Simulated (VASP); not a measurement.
# ZnO (P6_3mc) in VASP: notebook, part 2 of 3

VASP 6.6.1.

## 3. Single point, RPBE+D4 (volume scaled by 1.04)

Contents of INCAR:

```
  PREC = Accurate
  ENCUT = 910
  EDIFF = 1E-6
  ISMEAR = 0
  SIGMA = 0.05
  LREAL = False
  LASPH = True
  NELM = 120
  ALGO = Normal
  ISIF = 2
  LWAVE = False
  LCHARG = True
  GGA = RP
  IVDW = 13
  LELF = True
  LVHAR = True
  NBANDS = 26
  GGA_COMPAT = False
```

Contents of KPOINTS:

```
Automatic mesh
0
Gamma
  8 8 6
```

Contents of POSCAR:

```
ZnO
1.0
    3.3000232183      0.0000000000      0.0000000000
   -1.6500116092      2.8579039401      0.0000000000
    0.0000000000      0.0000000000      5.3212319402
Zn O
2 2
Direct
    0.3333333333      0.6666666667      0.0014489168
    0.6666666667      0.3333333333      0.5014489168
    0.3333333333      0.6666666667      0.3806510832
    0.6666666667      0.3333333333      0.8806510832
```

Potentials or basis: VASP PAW PBE potentials, release 64 (Zn, O_h).

The run is started by

```bash
$ cat potpaw_PBE.64/Zn/POTCAR potpaw_PBE.64/O_h/POTCAR > POTCAR
$ mpirun -np 1 vasp_std > vasp.out
```

OUTCAR:

```text
PREC = Accurate
   ENCUT = 910
   EDIFF = 1E-6
   ISMEAR = 0
   LREAL = False
   LASPH = True
   NELM = 120
   ISIF = 2
   GGA = RP
   IVDW = 13

 ion  position               nearest neighbor table
   1  0.333  0.667  0.001-   4 2.01   4 2.01   4 2.01   3 2.02
   2  0.667  0.333  0.501-   3 2.01   3 2.01   3 2.01   4 2.02
   3  0.333  0.667  0.381-   2 2.01   2 2.01   2 2.01   1 2.02
   4  0.667  0.333  0.881-   1 2.01   1 2.01   1 2.01   2 2.02

  LATTYP: Found a hexagonal cell.
 ALAT       =     3.3000232183
 C/A-ratio  =     1.6124831821

  Lattice vectors:

 A1 = (   3.3000232183,   0.0000000000,   0.0000000000)
 A2 = (  -1.6500116092,   2.8579039401,   0.0000000000)
 A3 = (   0.0000000000,   0.0000000000,   5.3212319402)

Analysis of symmetry for initial positions (statically):
=====================================================================
 Subroutine PRICEL returns:
 Original cell was already a primitive cell.

 Routine SETGRP: Setting up the symmetry group for a
 hexagonal supercell.

 Subroutine GETGRP returns: Found 12 space group operations
 (whereof  6 operations were pure point group operations)
 out of a pool of 24 trial point group operations.

The static configuration has the point symmetry C_3v.
 The point group associated with its full space group is C_6v.

Analysis of symmetry for dynamics (positions and initial velocities):
=====================================================================
 Subroutine PRICEL returns:
 Original cell was already a primitive cell.

 Routine SETGRP: Setting up the symmetry group for a
 hexagonal supercell.

 Subroutine GETGRP returns: Found 12 space group operations
 (whereof  6 operations were pure point group operations)
 out of a pool of 24 trial point group operations.

[... 121 lines left out ...]
   EFERMI_NEDOS =   21; number of points for ismear=-14 and -15
   IALGO  =     38    algorithm
   IMIX   =      4    mixing-type and parameters
     AMIX     =   0.40;   BMIX     =  1.00
     AMIX_MAG =   1.60;   BMIX_MAG =  1.00
  volume/ion in A,a.u.               =      12.55        84.67
  Fermi-wavevector in a.u.,A,eV,Ry     =   1.465492  2.769378 29.220773  2.147666
  Thomas-Fermi vector in A             =   2.581342
   LORBIT       =      0    0 simple, 1 ext, 2 COOP (PROOUT), +10 PAW based schemes
   GGA     = RP    functional components
   LHFCALC =     F    Hartree Fock is set to
   AEXX    =    0.0000 exact exchange contribution
   IVDW    =    13    specifies the selected vdW correction
   LEPSILON=     F    determine dielectric tensor
   LRPA    =     F    only Hartree local field effects (RPA)
 non-spin polarized calculation
 Gauss-broadening in eV      SIGMA  =   0.05
  energy-cutoff  :      910.00
  volume of cell :       50.19
 maximum number of plane-waves:      3144
   NGX = 17   NGY = 17   NGZ = 27

 number of electron      36.0000000 magnetization

 Free energy of the ion-electron system (eV)
  ---------------------------------------------------
  ext. energy  EPLUGINS =         0.00000000
  ---------------------------------------------------
  free energy    TOTEN  =       -16.37893717 eV

  energy without entropy =      -16.37893717  energy(sigma->0) =      -16.37893717

 E-fermi :   1.4387     XC(G=0): -10.3690

 val. band max:        1.2319368890   @ k =   0.0000   0.0000   0.0000
 cond. band min:       2.0321804630   @ k =   0.0000   0.0000   0.0000
 fundamental gap:      0.8002435740
 Fermi energy:         1.4387124570

 k-point     1 :       0.0000    0.0000    0.0000
  band No.  band energies     occupation
      1     -16.5360      2.00000
      2     -15.9079      2.00000
      3      -4.2125      2.00000
      4      -4.2125      2.00000
      5      -4.1734      2.00000
      6      -4.0352      2.00000
[... 685 lines left out ...]
     25      14.5202      0.00000
     26      14.8747      0.00000

 [... further k-points ...]

------------------------ aborting loop because EDIFF is reached ----------------------------------------

  DFT-D4 for vdW energy calculation

  Edisp (eV):   -1.91960

  FORCE on cell =-STRESS in cart. coord.  units (eV):
  Direction    XX          YY          ZZ          XY          YZ          ZX
  --------------------------------------------------------------------------------------
  -------------------------------------------------------------------------------------
  Total      -1.25068    -1.25068    -1.23159     0.00000     0.00000     0.00000
  in kB     -39.92838   -39.92838   -39.31889     0.00000     0.00000     0.00000
  external pressure =      -39.73 kB  Pullay stress =        0.00 kB

 VOLUME and BASIS-vectors are now :
 -----------------------------------------------------------------------------
  energy-cutoff  :      910.00
  volume of cell :       50.19
      direct lattice vectors                 reciprocal lattice vectors
     3.300023218  0.000000000  0.000000000     0.303028171  0.174953396  0.000000000
    -1.650011609  2.857903940  0.000000000     0.000000000  0.349906792  0.000000000
     0.000000000  0.000000000  5.321231940     0.000000000  0.000000000  0.187926407

 POSITION                                       TOTAL-FORCE (eV/Angst)
 -----------------------------------------------------------------------------------
     -0.00000      1.90527      0.00771        -0.000000      0.000000     -0.005345
      1.65001      0.95263      2.66833         0.000000     -0.000000     -0.005345
     -0.00000      1.90527      2.02553        -0.000000      0.000000      0.005345
      1.65001      0.95263      4.68615         0.000000     -0.000000      0.005345
 -----------------------------------------------------------------------------------
    total drift:                               -0.000000      0.000000     -0.002203

  FREE ENERGIE OF THE ION-ELECTRON SYSTEM (eV)
  ---------------------------------------------------
  free  energy   TOTEN  =       -18.2985383922 eV

  energy  without entropy=      -18.2985383922  energy(sigma->0) =      -18.29853839
```

Wall time 42 s (1 thread of Intel Xeon 6975P-C (Granite Rapids), shared host); peak memory 0.28 GiB.

What came out:

```yaml
Free_energy: -18.2985 eV
Pressure: -4.0 GPa
Largest_force: 0.005 eV/Å
Band_gap_on_the_k_mesh: 0.80 eV, direct
Dispersion_energy_per_atom: -0.480 eV
```

Forces on the atoms (eV/Å):
```
Zn   0.000  0.000 -0.005
Zn   0.000  0.000 -0.005
O    0.000  0.000  0.005
O    0.000  0.000  0.005
```

Caveat: the cell differs from its parent crystal (volume scaled by 1.04); the cutoff is under 1.25 times the usual one of these potentials, so pressure, stress and relaxed cells hold a basis-set (Pulay) error; the PAW data sets were made with another functional, which shifts forces and pressure a little.

## 4. Single point, PBEsol (volume scaled by 0.98)

Contents of INCAR:

```
ALGO = Normal
EDIFF = 1E-6
ENCUT = 910
GGA = PS
GGA_COMPAT = F
ISIF = 2
ISMEAR = 0
LASPH = T
LCHARG = T
LELF = T
LREAL = F
LVHAR = T
LWAVE = F
NBANDS = 26
NELM = 120
PREC = Accurate
SIGMA = 0.05
```

Contents of KPOINTS:

```
k-points
0
Gamma
  8 8 6
```

Contents of POSCAR:

```
ZnO
1.0
    3.2100577789      0.0000000000      0.0000000000
   -1.6050288894      2.7799915841      0.0000000000
    0.0000000000      0.0000000000      5.1761641821
Zn O
2 2
Direct
    0.3333333333      0.6666666667      0.0014489168
    0.6666666667      0.3333333333      0.5014489168
    0.3333333333      0.6666666667      0.3806510832
    0.6666666667      0.3333333333      0.8806510832
```

The run is started by

```bash
$ cat potpaw_PBE.64/Zn/POTCAR potpaw_PBE.64/O_h/POTCAR > POTCAR
$ mpirun -np 1 vasp_std > vasp.out
```

Wall time 45 s (1 thread of Intel Xeon 6975P-C (Granite Rapids), shared host); peak memory 0.27 GiB.

It converged, with:

```yaml
Free_energy: -19.4072 eV
Pressure: 3.7 GPa
Band_gap_on_the_k_mesh: 0.72 eV, direct
```

Stress tensor (GPa, compression positive):
```
3.67 0.00 0.00
0.00 3.67 0.00
0.00 0.00 3.79
```

Levels at points of the mesh, in eV from the valence-band top:
```
           k point  band 16  band 17  band 18  band 19  band 20  band 21
(0.00, 0.00, 0.00)    -0.10     0.00     0.00     0.72     5.22     8.18
(0.50, 0.00, 0.00)    -2.39    -1.36    -0.89     5.81     6.74     7.46
(0.00, 0.00, 0.50)    -0.41    -0.41    -0.41     3.43     3.43    10.04
(0.50, 0.00, 0.50)    -1.59    -1.45    -1.45     5.61     5.61     8.52
```

Caveat: the cell differs from its parent crystal (volume scaled by 0.98); the cutoff is under 1.25 times the usual one of these potentials, so pressure, stress and relaxed cells hold a basis-set (Pulay) error; the PAW data sets were made with another functional, which shifts forces and pressure a little.

## 5. Single point, RPBE+D4

This run uses another cell than the first one, of 12.06 Å³/atom, 1.040 times its volume.

Contents of INCAR:

```
SYSTEM = ZnO
ALGO     = Normal         ! electronic algorithm
EDIFF    = 1E-6           ! SCF threshold, eV
ENCUT    = 910            ! plane-wave cutoff, eV
GGA      = RP             ! functional
GGA_COMPAT= .False.      
ISIF     = 2              ! what is computed and relaxed
ISMEAR   = 0              ! smearing method
IVDW     = 13             ! dispersion correction
LASPH    = .True.         ! aspherical terms in the spheres
LCHARG   = .False.        ! write CHGCAR
LREAL    = .False.        ! projectors in reciprocal space
LWAVE    = .False.        ! write WAVECAR
NBANDS   = 26             ! bands
NELM     = 120            ! most SCF steps
PREC     = Accurate       ! precision mode
SIGMA    = 0.05           ! smearing width, eV
```

Contents of KPOINTS:

```
k-points
0
Gamma
  8 8 6
  0 0 0
```

Contents of POSCAR:

```
ZnO
1.0
    3.2571609225      0.0000000000      0.0000000000
   -1.6285804612      2.8207841031      0.0000000000
    0.0000000000      0.0000000000      5.2521172089
Zn O
2 2
Direct
    0.3333333333      0.6666666667      0.0014489168
    0.6666666667      0.3333333333      0.5014489168
    0.3333333333      0.6666666667      0.3806510832
    0.6666666667      0.3333333333      0.8806510832
```

Potentials or basis: VASP PAW PBE potentials, release 64 (Zn, O_h).

The run is started by

```bash
$ cat potpaw_PBE.64/Zn/POTCAR potpaw_PBE.64/O_h/POTCAR > POTCAR
$ mpirun -np 1 vasp_std > vasp.out
```

OUTCAR:

```text
SYSTEM = ZnO
   EDIFF = 1E-6
   ENCUT = 910
   GGA = RP
   ISIF = 2
   ISMEAR = 0
   IVDW = 13
   LASPH = .True.
   LREAL = .False.
   NELM = 120
   PREC = Accurate

 ion  position               nearest neighbor table
   1  0.333  0.667  0.001-   4 1.98   4 1.98   4 1.98   3 1.99
   2  0.667  0.333  0.501-   3 1.98   3 1.98   3 1.98   4 1.99
   3  0.333  0.667  0.381-   2 1.98   2 1.98   2 1.98   1 1.99
   4  0.667  0.333  0.881-   1 1.98   1 1.98   1 1.98   2 1.99

  LATTYP: Found a hexagonal cell.
 ALAT       =     3.2571609225
 C/A-ratio  =     1.6124831821

  Lattice vectors:

 A1 = (   3.2571609225,   0.0000000000,   0.0000000000)
 A2 = (  -1.6285804612,   2.8207841031,   0.0000000000)
 A3 = (   0.0000000000,   0.0000000000,   5.2521172089)

Analysis of symmetry for initial positions (statically):
=====================================================================
 Subroutine PRICEL returns:
 Original cell was already a primitive cell.

 Routine SETGRP: Setting up the symmetry group for a
 hexagonal supercell.

 Subroutine GETGRP returns: Found 12 space group operations
 (whereof  6 operations were pure point group operations)
[... 172 lines left out ...]
 val. band max:        1.5831088193   @ k =   0.0000   0.0000   0.0000
 cond. band min:       2.4370925713   @ k =   0.0000   0.0000   0.0000
 fundamental gap:      0.8539837519
 Fermi energy:         1.8282137415

 k-point     1 :       0.0000    0.0000    0.0000
  band No.  band energies     occupation
      1     -16.4867      2.00000
      2     -15.8024      2.00000
      3      -4.0345      2.00000
      4      -4.0345      2.00000
      5      -3.9904      2.00000
      6      -3.9198      2.00000
[... 685 lines left out ...]
     25      15.1006      0.00000
     26      15.4954      0.00000

 [... further k-points ...]

------------------------ aborting loop because EDIFF is reached ----------------------------------------

  DFT-D4 for vdW energy calculation

  Edisp (eV):   -2.00475

  FORCE on cell =-STRESS in cart. coord.  units (eV):
  Direction    XX          YY          ZZ          XY          YZ          ZX
  --------------------------------------------------------------------------------------
  -------------------------------------------------------------------------------------
  Total       0.25217     0.25217     0.26794     0.00000     0.00000     0.00000
  in kB       8.37261     8.37261     8.89629     0.00000     0.00000     0.00000
  external pressure =        8.55 kB  Pullay stress =        0.00 kB

 VOLUME and BASIS-vectors are now :
 -----------------------------------------------------------------------------
  energy-cutoff  :      910.00
  volume of cell :       48.26
      direct lattice vectors                 reciprocal lattice vectors
     3.257160923  0.000000000  0.000000000     0.307015841  0.177255678  0.000000000
    -1.628580461  2.820784103  0.000000000     0.000000000  0.354511357  0.000000000
     0.000000000  0.000000000  5.252117209     0.000000000  0.000000000  0.190399407

 POSITION                                       TOTAL-FORCE (eV/Angst)
 -----------------------------------------------------------------------------------
     -0.00000      1.88052      0.00761         0.000000      0.000000     -0.003821
      1.62858      0.94026      2.63367         0.000000     -0.000000     -0.003821
     -0.00000      1.88052      1.99922        -0.000000      0.000000      0.003821
      1.62858      0.94026      4.62528         0.000000     -0.000000      0.003821
 -----------------------------------------------------------------------------------
    total drift:                               -0.000000     -0.000000     -0.000090

  FREE ENERGIE OF THE ION-ELECTRON SYSTEM (eV)
  ---------------------------------------------------
  free  energy   TOTEN  =       -18.3150666747 eV

  energy  without entropy=      -18.3150666747  energy(sigma->0) =      -18.31506667
```

OSZICAR:

```text
N       E                     dE             d eps       ncg     rms          rms(c)
DAV:   1     0.391311766122E+03    0.39131E+03   -0.25351E+04  2112   0.292E+03
DAV:   2     0.466023384763E+02   -0.34471E+03   -0.32379E+03  2224   0.549E+02
DAV:   3    -0.164825602096E+02   -0.63085E+02   -0.60977E+02  2426   0.189E+02
DAV:   4    -0.195232766211E+02   -0.30407E+01   -0.30180E+01  2306   0.457E+01
DAV:   5    -0.195506544191E+02   -0.27378E-01   -0.27362E-01  2326   0.442E+00    0.148E+01
DAV:   6    -0.160855552123E+02    0.34651E+01   -0.60676E+00  3422   0.599E+01    0.875E+00
DAV:   7    -0.163407635650E+02   -0.25521E+00   -0.32374E+00  2400   0.166E+01    0.538E+00
DAV:   8    -0.163513726314E+02   -0.10609E-01   -0.49908E-01  2944   0.707E+00    0.181E+00
DAV:   9    -0.163077120605E+02    0.43661E-01   -0.95139E-02  2930   0.560E+00    0.417E-01
DAV:  10    -0.163098166259E+02   -0.21046E-02   -0.43348E-02  2130   0.172E+00    0.153E-01
DAV:  11    -0.163103163928E+02   -0.49977E-03   -0.23785E-03  2484   0.971E-01    0.665E-02
DAV:  12    -0.163102844217E+02    0.31971E-04   -0.49114E-04  2632   0.649E-01    0.224E-02
DAV:  13    -0.163103202542E+02   -0.35832E-04   -0.94285E-05  2186   0.793E-02    0.308E-02
DAV:  14    -0.163103137252E+02    0.65290E-05   -0.32686E-05  2510   0.563E-02    0.380E-03
DAV:  15    -0.163103140980E+02   -0.37281E-06   -0.57763E-06  2214   0.300E-02
   1 F= -.18315067E+02 E0= -.18315067E+02  d E =-.537876E-14
```

stdout:

```text
POSCAR found type information on POSCAR ZnO
 POSCAR found :  2 types and       4 ions
 scaLAPACK will be used
 -----------------------------------------------------------------------------
|                                                                             |
|                                                                             |
|     You enforced a specific xc type in the INCAR file but a different       |
|     I HOPE YOU KNOW WHAT YOU ARE DOING!                                     |
|                                                                             |
 -----------------------------------------------------------------------------

 LDA part: xc-table for (Slater+PW92), standard interpolation
 POSCAR, INCAR and KPOINTS ok, starting setup
 FFT: planning ... GRIDC
 FFT: planning ... GRID_SOFT
 FFT: planning ... GRID
 WAVECAR not read
 entering main loop
```

Wall time 92 s (1 thread of Intel Xeon Platinum 8259CL at 2.50GHz (Skylake/Cascade Lake), shared host); peak memory 0.28 GiB.

What came out:

```
Free energy                : -18.3151 eV
Pressure                   : 0.9 GPa
Largest force              : 0.004 eV/Å
Band gap on the k mesh     : 0.85 eV, direct
Dispersion energy per atom : -0.501 eV
```

Forces in eV/Å, atoms in the order of the input:
```
Zn   0.000  0.000 -0.004
Zn   0.000  0.000 -0.004
O    0.000  0.000  0.004
O    0.000  0.000  0.004
```

Levels at points of the mesh, in eV from the valence-band top:
```tsv
k point	band 14	band 15	band 16	band 17	band 18	band 19	band 20	band 21	band 22	band 23
(0.00, 0.00, 0.00)	-0.78	-0.78	-0.08	0.00	0.00	0.85	5.27	8.27	12.94	12.94
(0.50, 0.00, 0.00)	-3.48	-2.77	-2.21	-1.26	-0.82	5.80	6.98	7.68	8.51	10.62
(0.00, 0.00, 0.50)	-2.22	-0.38	-0.38	-0.38	-0.38	3.50	3.50	10.13	10.13	13.22
(0.50, 0.00, 0.50)	-3.71	-1.47	-1.47	-1.35	-1.35	5.79	5.79	8.45	8.45	11.36
```

Caveat: the cutoff is under 1.25 times the usual one of these potentials, so pressure, stress and relaxed cells hold a basis-set (Pulay) error; the PAW data sets were made with another functional, which shifts forces and pressure a little.

(Continued in part 3 of 3.)
